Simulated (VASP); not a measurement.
# ScICl2 (P6/mmm) in VASP: further runs

Runs on ScICl2. Level: PBE. Tasks: single point, relaxation of cell and atoms.

All numbers are computed with VASP 6.6.1; they aren't measurements. Logs are shortened: lines on timing, memory, paths and dates and some standing lists are left out, and cuts for length are marked.

### 1 The cell of the first run

It takes space group P6/mmm (No. 191, hexagonal). The conventional cell has a = 4.286 Å, b = 4.286 Å, c = 8.834 Å, α = 90.00°, β = 90.00°, γ = 120.00°. Sc (site symmetry 6/mmm) has 2 Cl at 2.67 Å within 3.5 Å. Within 2.3 Å of I (site symmetry 6/mmm) lie 2 Cl at 1.75 Å. Within 2.3 Å of Cl (site symmetry 6mm) lie 1 I at 1.75 Å.

The cell was built from a structure type or drawn by symmetry, and may not be a known phase.

### 2 Single point, PBE

Input file INCAR:

```
SYSTEM = ScICl2
PREC = Accurate ; ENCUT = 520
EDIFF = 1E-6 ; ISMEAR = 0
SIGMA = 0.1 ; LREAL = .FALSE.
LASPH = .TRUE. ; NELM = 80
ALGO = Normal ; ISIF = 2
LWAVE = .FALSE. ; LCHARG = .FALSE.
GGA = PE ; NBANDS = 24
```

Input file KPOINTS:

```
Automatic mesh
0
G
  6 6 2
  0 0 0
```

Input file POSCAR:

```
ScICl2
1.0
    4.2856379600      0.0000000000      0.0000000000
   -2.1428189800      3.7114713400      0.0000000000
    0.0000000000      0.0000000000      8.8341940700
Sc I Cl
1 1 2
Direct
    0.0000000000      0.0000000000      0.5000000000
    0.0000000000      0.0000000000      0.0000000000
    0.0000000000      0.0000000000      0.1977025900
    0.0000000000      0.0000000000      0.8022974100
```

Potentials or basis: VASP PAW PBE potentials, release 64 (Sc_sv, I, Cl).

The run is started by

```console
> cat potpaw_PBE.64/Sc_sv/POTCAR potpaw_PBE.64/I/POTCAR potpaw_PBE.64/Cl/POTCAR > POTCAR
> mpirun -np 1 vasp_std > vasp.out
```

OUTCAR:

```text
SYSTEM = ScICl2
   PREC = Accurate
   ENCUT = 520
   EDIFF = 1E-6
   ISMEAR = 0
   LREAL = .FALSE.
   LASPH = .TRUE.
   NELM = 80
   ISIF = 2
   GGA = PE

 ion  position               nearest neighbor table
   1  0.000  0.000  0.500-   3 2.67   4 2.67
   2  0.000  0.000  0.000-   3 1.75   4 1.75
   3  0.000  0.000  0.198-   2 1.75   1 2.67
   4  0.000  0.000  0.802-   2 1.75   1 2.67

  LATTYP: Found a hexagonal cell.
 ALAT       =     4.2856379600
 C/A-ratio  =     2.0613486609

  Lattice vectors:

 A1 = (   4.2856379600,   0.0000000000,   0.0000000000)
 A2 = (  -2.1428189800,   3.7114713400,   0.0000000000)
 A3 = (   0.0000000000,   0.0000000000,   8.8341940700)

Analysis of symmetry for initial positions (statically):
=====================================================================
 Subroutine PRICEL returns:
 Original cell was already a primitive cell.

 Routine SETGRP: Setting up the symmetry group for a
 hexagonal supercell.

 Subroutine GETGRP returns: Found 24 space group operations
 (whereof 24 operations were pure point group operations)
 out of a pool of 24 trial point group operations.

The static configuration has the point symmetry D_6h.

Analysis of symmetry for dynamics (positions and initial velocities):
=====================================================================
 Subroutine PRICEL returns:
 Original cell was already a primitive cell.

 Routine SETGRP: Setting up the symmetry group for a
 hexagonal supercell.

 Subroutine GETGRP returns: Found 24 space group operations
 (whereof 24 operations were pure point group operations)
 out of a pool of 24 trial point group operations.

The dynamic configuration has the point symmetry D_6h.

 Subroutine INISYM returns: Found 24 space group operations
 (whereof 24 operations are pure point group operations),
 and found     1 'primitive' translations

----------------------------------------------------------------------------------------

                                     Primitive cell

  volume of cell :     140.5169

  direct lattice vectors                    reciprocal lattice vectors
     4.285637960  0.000000000  0.000000000     0.233337489  0.134717462  0.000000000
    -2.142818980  3.711471340  0.000000000     0.000000000  0.269434924  0.000000000
     0.000000000  0.000000000  8.834194070     0.000000000  0.000000000  0.113196517

  length of vectors
     4.285637960  4.285637956  8.834194070     0.269434924  0.269434924  0.113196517

  position of ions in fractional coordinates (direct lattice)
     0.000000000  0.000000000  0.500000000
     0.000000000  0.000000000  0.000000000
     0.000000000  0.000000000  0.197702590
     0.000000000  0.000000000  0.802297410

  ion indices of the primitive-cell ions
   primitive index   ion index
                 1           1
                 2           2
                 3           3
                 4           4

----------------------------------------------------------------------------------------

 KPOINTS: Automatic mesh

Automatic generation of k-mesh.
 Grid dimensions read from file:
 generate k-points for:    6    6    2

 Generating k-lattice:

  Cartesian coordinates                     Fractional coordinates (reciprocal lattice)
     0.038889581  0.022452910  0.000000000     0.166666667  0.000000000  0.000000000
     0.000000000  0.044905821  0.000000000     0.000000000  0.166666667  0.000000000
     0.000000000  0.000000000  0.056598259     0.000000000  0.000000000  0.500000000

  Length of vectors
     0.044905821  0.044905821  0.056598259

  Shift w.r.t. Gamma in fractional coordinates (k-lattice)
     0.000000000  0.000000000  0.000000000

 Subroutine IBZKPT returns following result:
 ===========================================

 Found     14 irreducible k-points:

 Following reciprocal coordinates:
            Coordinates               Weight
  0.000000  0.000000  0.000000      1.000000
  0.166667  0.000000  0.000000      6.000000
  0.333333  0.000000  0.000000      6.000000
  0.500000 -0.000000  0.000000      3.000000
  0.166667  0.166667  0.000000      6.000000
  0.333333  0.166667  0.000000     12.000000
  0.333333  0.333333  0.000000      2.000000
  0.000000  0.000000  0.500000      1.000000
  0.166667  0.000000  0.500000      6.000000
  0.333333  0.000000  0.500000      6.000000
  0.500000 -0.000000  0.500000      3.000000
  0.166667  0.166667  0.500000      6.000000
  0.333333  0.166667  0.500000     12.000000
  0.333333  0.333333  0.500000      2.000000
   k-points           NKPTS =     14   k-points in BZ     NKDIM =     14   number of bands    NBANDS=     24
   number of dos      NEDOS =    301   number of ions     NIONS =      4
   total plane-waves  NPLWV =  71680
   dimension x,y,z NGX =    32 NGY =   32 NGZ =   70
   dimension x,y,z NGXF=    64 NGYF=   64 NGZF=  140
   ions per type =               1   1   2
   NGX,Y,Z   is equivalent  to a cutoff of  12.41, 12.41, 13.17 a.u.
   NGXF,Y,Z  is equivalent  to a cutoff of  24.83, 24.83, 26.35 a.u.
 SYSTEM =  ScICl2
   PREC   = accura    normal or accurate (medium, high low for compatibility)
   ISTART =      0    job   : 0-new  1-cont  2-samecut
   ICHARG =      2    charge: 1-file 2-atom 10-const
   ISPIN  =      1    spin polarized calculation?
   LNONCOLLINEAR =      F non collinear calculations
   LSORBIT =      F    spin-orbit coupling
   LASPH  =      T    aspherical Exc in radial PAW
   ENCUT  =  520.0 eV  38.22 Ry    6.18 a.u.   7.97  7.97 16.43*2*pi/ulx,y,z
   NELM   =     80;   NELMIN=  2; NELMDL= -5     # of ELM steps
   EDIFF  = 0.1E-05   stopping-criterion for ELM
   LREAL  =      F    real-space projection
   EDIFFG = 0.1E-04   stopping-criterion for IOM
   NSW    =      0    number of steps for IOM
   IBRION =     -1    ionic relax: 0-MD 1-quasi-New 2-CG
   NFREE  =      0    steps in history (QN), initial steepest desc. (CG)
   ISIF   =      2    stress and relaxation
   ISYM   =      2    0-nonsym 1-usesym 2-fastsym
   POTIM  = 0.5000    time-step for ionic-motion
   TEBEG  =    0.0;   TEEND  =   0.0 temperature during run
   PSTRESS=    0.0 pullay stress
   NELECT =      32.0000    total number of electrons
   NUPDOWN=      -1.0000    fix difference up-down
   EMIN   =  10.00;   EMAX   =-10.00  energy-range for DOS
   EFERMI =   0.00;   METHOD = LEGACY
   ISMEAR =     0;   SIGMA  =   0.10  broadening in eV -4-tet -1-fermi 0-gaus
   EFERMI_NEDOS =   21; number of points for ismear=-14 and -15
   IALGO  =     38    algorithm
   IMIX   =      4    mixing-type and parameters
     AMIX     =   0.40;   BMIX     =  1.00
     AMIX_MAG =   1.60;   BMIX_MAG =  1.00
  volume/ion in A,a.u.               =      35.13       237.06
  Fermi-wavevector in a.u.,A,eV,Ry     =   0.999728  1.889213 13.598433  0.999457
  Thomas-Fermi vector in A             =   2.132038
   LORBIT       =      0    0 simple, 1 ext, 2 COOP (PROOUT), +10 PAW based schemes
   GGA     = PE    functional components
   LHFCALC =     F    Hartree Fock is set to
   AEXX    =    0.0000 exact exchange contribution
   IVDW    =     0    specifies the selected vdW correction
   LEPSILON=     F    determine dielectric tensor
   LRPA    =     F    only Hartree local field effects (RPA)
 non-spin polarized calculation
 Gauss-broadening in eV      SIGMA  =   0.10
  energy-cutoff  :      520.00
  volume of cell :      140.52
 maximum number of plane-waves:      3797
 NGX is ok and might be reduce to    32
   NGX = 15   NGY = 15   NGZ = 33

 number of electron      31.9999995 magnetization

 Free energy of the ion-electron system (eV)
  ---------------------------------------------------
  ext. energy  EPLUGINS =         0.00000000
  ---------------------------------------------------
  free energy    TOTEN  =         6.59980108 eV

  energy without entropy =        6.61078420  energy(sigma->0) =        6.60529264

 E-fermi :   3.4228     XC(G=0):  -7.5394

 val. band max:        3.4227004729   @ k =   0.3333   0.3333   0.5000
 cond. band min:       3.5207481587   @ k =   0.3333   0.1667   0.5000
 fundamental gap:      0.0980476858
 Fermi energy:         3.4228396251

 k-point     1 :       0.0000    0.0000    0.0000
  band No.  band energies     occupation
      1     -47.8321      2.00000
      2     -26.4554      2.00000
      3     -26.4142      2.00000
      4     -26.4142      2.00000
      5     -19.2702      2.00000
      6     -17.8714      2.00000
[... 16 lines left out ...]
     23       6.7901      0.00000
     24       7.8833      0.00000

 k-point     2 :       0.1667    0.0000    0.0000
  band No.  band energies     occupation
      1     -47.8319      2.00000
      2     -26.4550      2.00000
      3     -26.4174      2.00000
      4     -26.4150      2.00000
      5     -19.2539      2.00000
      6     -17.8622      2.00000
[... 16 lines left out ...]
     23       6.7942      0.00000
     24       7.6531      0.00000

 k-point     3 :       0.3333    0.0000    0.0000
  band No.  band energies     occupation
      1     -47.8316      2.00000
      2     -26.4543      2.00000
      3     -26.4237      2.00000
      4     -26.4166      2.00000
      5     -19.2209      2.00000
      6     -17.8437      2.00000
[... 16 lines left out ...]
     23       7.1121      0.00000
     24       7.2172      0.00000

 k-point     4 :       0.5000   -0.0000    0.0000
  band No.  band energies     occupation
      1     -47.8314      2.00000
      2     -26.4539      2.00000
      3     -26.4269      2.00000
      4     -26.4175      2.00000
      5     -19.2042      2.00000
      6     -17.8344      2.00000
[... 16 lines left out ...]
     23       6.9851      0.00000
     24       7.6154      0.00000

 k-point     5 :       0.1667    0.1667    0.0000
  band No.  band energies     occupation
      1     -47.8317      2.00000
      2     -26.4545      2.00000
      3     -26.4215      2.00000
      4     -26.4168      2.00000
      5     -19.2292      2.00000
      6     -17.8483      2.00000
[... 16 lines left out ...]
     23       7.0239      0.00000
     24       7.0798      0.00000

 k-point     6 :       0.3333    0.1667    0.0000
  band No.  band energies     occupation
      1     -47.8314      2.00000
      2     -26.4539      2.00000
      3     -26.4253      2.00000
      4     -26.4191      2.00000
      5     -19.2042      2.00000
      6     -17.8344      2.00000
[... 16 lines left out ...]
     23       6.8128      0.00000
     24       7.9901      0.00000

 k-point     7 :       0.3333    0.3333    0.0000
  band No.  band energies     occupation
      1     -47.8313      2.00000
      2     -26.4538      2.00000
      3     -26.4232      2.00000
      4     -26.4232      2.00000
      5     -19.1959      2.00000
      6     -17.8298      2.00000
[... 16 lines left out ...]
     23       7.0242      0.00000
     24       8.0943      0.00000

 k-point     8 :       0.0000    0.0000    0.5000
  band No.  band energies     occupation
      1     -47.8321      2.00000
      2     -26.4554      2.00000
      3     -26.4142      2.00000
      4     -26.4142      2.00000
      5     -19.2625      2.00000
      6     -17.8859      2.00000
[... 16 lines left out ...]
     23       6.5652      0.00000
     24       6.9711      0.00000

 k-point     9 :       0.1667    0.0000    0.5000
  band No.  band energies     occupation
      1     -47.8319      2.00000
      2     -26.4550      2.00000
      3     -26.4173      2.00000
      4     -26.4150      2.00000
      5     -19.2461      2.00000
      6     -17.8767      2.00000
[... 16 lines left out ...]
     23       7.0578      0.00000
     24       7.4966      0.00000

 k-point    10 :       0.3333    0.0000    0.5000
  band No.  band energies     occupation
      1     -47.8316      2.00000
      2     -26.4543      2.00000
      3     -26.4237      2.00000
      4     -26.4167      2.00000
      5     -19.2131      2.00000
      6     -17.8580      2.00000
[... 16 lines left out ...]
     23       6.8670      0.00000
     24       7.6699      0.00000

 k-point    11 :       0.5000   -0.0000    0.5000
  band No.  band energies     occupation
      1     -47.8314      2.00000
      2     -26.4540      2.00000
      3     -26.4269      2.00000
      4     -26.4175      2.00000
      5     -19.1965      2.00000
      6     -17.8486      2.00000
[... 16 lines left out ...]
     23       5.9961      0.00000
     24       8.1425      0.00000

 k-point    12 :       0.1667    0.1667    0.5000
  band No.  band energies     occupation
      1     -47.8317      2.00000
      2     -26.4545      2.00000
      3     -26.4215      2.00000
      4     -26.4168      2.00000
      5     -19.2214      2.00000
      6     -17.8627      2.00000
[... 16 lines left out ...]
     23       7.1539      0.00000
     24       7.6081      0.00000

 k-point    13 :       0.3333    0.1667    0.5000
  band No.  band energies     occupation
      1     -47.8314      2.00000
      2     -26.4540      2.00000
      3     -26.4253      2.00000
      4     -26.4191      2.00000
      5     -19.1965      2.00000
      6     -17.8487      2.00000
[... 16 lines left out ...]
     23       6.5805      0.00000
     24       7.3682      0.00000

 k-point    14 :       0.3333    0.3333    0.5000
  band No.  band energies     occupation
      1     -47.8313      2.00000
      2     -26.4538      2.00000
      3     -26.4232      2.00000
      4     -26.4232      2.00000
      5     -19.1882      2.00000
      6     -17.8440      2.00000
[... 16 lines left out ...]
     23       5.8413      0.00000
     24       7.4555      0.00000

------------------------ aborting loop because EDIFF is reached ----------------------------------------

  FORCE on cell =-STRESS in cart. coord.  units (eV):
  Direction    XX          YY          ZZ          XY          YZ          ZX
  --------------------------------------------------------------------------------------
  -------------------------------------------------------------------------------------
  Total       -2.0543478     -2.0543478    140.1135560      0.0000000     -0.0000000      0.0000000
  in kB      -23.4237284    -23.4237283   1597.5785127      0.0000000     -0.0000000      0.0000000
  external PRESSURE =     516.9103520 kB  Pullay stress =       0.0000000 kB

 VOLUME and BASIS-vectors are now :
 -----------------------------------------------------------------------------
  energy-cutoff  :      520.00
  volume of cell :      140.52
      direct lattice vectors                 reciprocal lattice vectors
     4.285637960  0.000000000  0.000000000     0.233337489  0.134717462  0.000000000
    -2.142818980  3.711471340  0.000000000     0.000000000  0.269434924  0.000000000
     0.000000000  0.000000000  8.834194070     0.000000000  0.000000000  0.113196517

 POSITION                                       TOTAL-FORCE (eV/Angst)
 -----------------------------------------------------------------------------------
      0.00000      0.00000      4.41710        -0.000000     -0.000000      0.000000
      0.00000      0.00000      0.00000        -0.000000     -0.000000      0.000000
      0.00000      0.00000      1.74654         0.000000     -0.000000     41.761889
      0.00000      0.00000      7.08765        -0.000000      0.000000    -41.761889
 -----------------------------------------------------------------------------------
    total drift:                                0.000000      0.000000      0.000000

  FREE ENERGIE OF THE ION-ELECTRON SYSTEM (eV)
  ---------------------------------------------------
  free  energy   TOTEN  =         6.5998010838 eV

  energy  without entropy=        6.6107841963  energy(sigma->0) =        6.60529264
```

It took 49 s on 1 thread of Intel Xeon Platinum 8175M at 2.50GHz (Skylake/Cascade Lake), shared host; peak memory 0.27 GiB.

Results:

- Free energy: 6.5998 eV
- Pressure: 51.7 GPa
- Largest force: 41.762 eV/Å
- Band gap on the k mesh: zero (bands 16 and 17 overlap by 0.10 eV)

Forces on the atoms (eV/Å):
```
Sc    0.000   0.000   0.000
I     0.000   0.000   0.000
Cl    0.000   0.000  41.762
Cl    0.000   0.000 -41.762
```

Levels at points of the mesh, in eV from the Fermi level:
```tsv
k point	band 13	band 14	band 15	band 16	band 17	band 18	band 19	band 20
(0.00, 0.00, 0.00)	-3.34	-1.73	-0.93	-0.93	0.41	0.41	0.75	0.75
(0.50, 0.00, 0.00)	-2.41	-2.34	-1.24	-0.52	0.13	0.64	0.82	1.07
(0.00, 0.00, 0.50)	-2.63	-2.13	-1.15	-1.15	0.41	0.41	1.12	1.12
(0.50, 0.00, 0.50)	-2.42	-1.72	-1.43	-0.55	0.50	0.54	1.00	1.01
```

Caveat: the cell stands under pressure; spin-orbit coupling is left out, which moves the levels of the heavy elements; forces of over 1 eV/Å act on the atoms, so gaps and moduli don't describe the material at rest.

[end of part 1 of 2]
